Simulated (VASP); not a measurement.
Here is a VASP 6.6.1 calculation.

File INCAR:

```
SYSTEM = MnO
  ALGO = Normal
  EDIFF = 1E-6
  ENCUT = 520
  GGA = CA
  ISIF = 2
  ISMEAR = -1
  ISPIN = 2
  LASPH = .TRUE.
  LCHARG = .FALSE.
  LMAXMIX = 4
  LORBIT = 11
  LREAL = .FALSE.
  LWAVE = .FALSE.
  MAGMOM = 4 4 0 0
  NBANDS = 31
  NELM = 150
  PREC = Accurate
  SIGMA = 0.05
```

Contents of KPOINTS:

```
k-points
0
G
  9 9 5
  0 0 0
```

File POSCAR:

```
MnO
1.0
    3.3717000000      0.0000000000      0.0000000000
   -1.6858500000      2.9199778539      0.0000000000
    0.0000000000      0.0000000000      5.3855000000
Mn O
2 2
Direct
    0.6666666667      0.3333333333      0.5109600000
    0.3333333333      0.6666666667      0.0109600000
    0.6666666667      0.3333333333      0.8754700000
    0.3333333333      0.6666666667      0.3754700000
```

Potentials or basis: VASP PAW LDA potentials, release 64 (Mn_pv, O).

Command:

```bash
$ cat potpaw_LDA.64/Mn_pv/POTCAR potpaw_LDA.64/O/POTCAR > POTCAR
$ mpirun -np 1 vasp_std > vasp.out
```

Problem. Estimate the pressure.

Solution. -5.3 GPa.

Problem. Predict the net moment.

Solution. 9.78 μB per cell.

Forces in eV/Å, atoms in the order of the input:
```
Mn   0.000  0.000 -0.557
Mn   0.000  0.000 -0.557
O    0.000  0.000  0.557
O    0.000  0.000  0.557
```

Caveat: only a ferromagnetic start was run, and an antiferromagnetic order may lie lower in energy.
